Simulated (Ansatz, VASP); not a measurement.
# Two plane-wave programs on Re

File POSCAR:

```
Re
1.0
    2.7598270443      0.0000000000      0.0000000000
   -1.3799135221      2.3900803304      0.0000000000
    0.0000000000      0.0000000000      4.4572270891
Re
2
Direct
    0.3333333333      0.6666666667      0.2500000000
    0.6666666667      0.3333333333      0.7500000000
```

File INCAR.step1:

```
PREC = Accurate
ENCUT = 520
ISMEAR = -1
SIGMA = 0.1
LREAL = False
LASPH = True
NELM = 60
NBANDS = 14
GGA = PE
ALGO = Normal
EDIFF = 1E-4
LWAVE = True
LCHARG = False
```

Contents of INCAR.step2:

```
PREC = Accurate
ENCUT = 520
EDIFF = 1E-7
ISMEAR = -1
SIGMA = 0.1
LREAL = False
LASPH = True
NELM = 60
ALGO = Normal
ISIF = 2
LWAVE = False
LCHARG = True
METAGGA = R2SCAN
LMIXTAU = True
LELF = True
LVHAR = True
NBANDS = 14
ISTART = 1
```

The input KPOINTS:

```
regular mesh
0
Gamma
  8 8 5
```

Input for Ansatz:

```yaml
crystal:
  lattice:
    - [2.7598270443, 0.0, 0.0]
    - [-1.3799135221, 2.3900803304, 0.0]
    - [0.0, 0.0, 4.4572270891]
  atoms:
    - { symbol: Re, position: [0.3333333333, 0.6666666667, 0.25] }
    - { symbol: Re, position: [0.6666666667, 0.3333333333, 0.75] }
hamiltonian:
  xc: r2scan
  pseudopotentials:
    kind: paw
    azcp:
      Re: "pseudopotentials/Re.paw.azcp"
basis:
  ecutwfc: 500
  fft_grid_basis: typed
kpoints:
  mp_grid: { grid: [8, 8, 5], shift: [0, 0, 0] }
magnetization:
  spin_polarized: false
scf:
  occupations: { method: fermi_dirac, width: 0.1 }
  lower_state_search: "off"
output:
  stress: true
```

Alike in both runs: task single point; functional r2SCAN; k mesh 8 × 8 × 5; occupations fermi-dirac, width 0.1 eV; no spin polarisation.

|  | VASP | Ansatz |
| --- | --- | --- |
| version | VASP 6.6.1 | Ansatz 0.2.0 |
| potentials or method | VASP PAW PBE potentials, release 64 (Re), cutoff 520 eV | plane waves (500 eV) with PAW, scalar-relativistic |
| valence electrons in the cell | 14 | 30 |

|  | VASP | Ansatz | Ansatz less VASP |
| --- | --- | --- | --- |
| pressure (GPa) | 0.1 | 0.1 | -0.02 |
| traceless stress, the component that is largest in VASP (GPa) | -0.07 | -0.01 | +0.053 |

VASP's potentials were made for PBE, not for r2SCAN. The functional is the same, so the differences come from potentials, cutoffs and numerics. VASP's potentials hold 14 valence electrons a cell and Ansatz's 30, so a difference there can come from the potentials and not from the codes.

Neither program's run includes spin-orbit coupling.
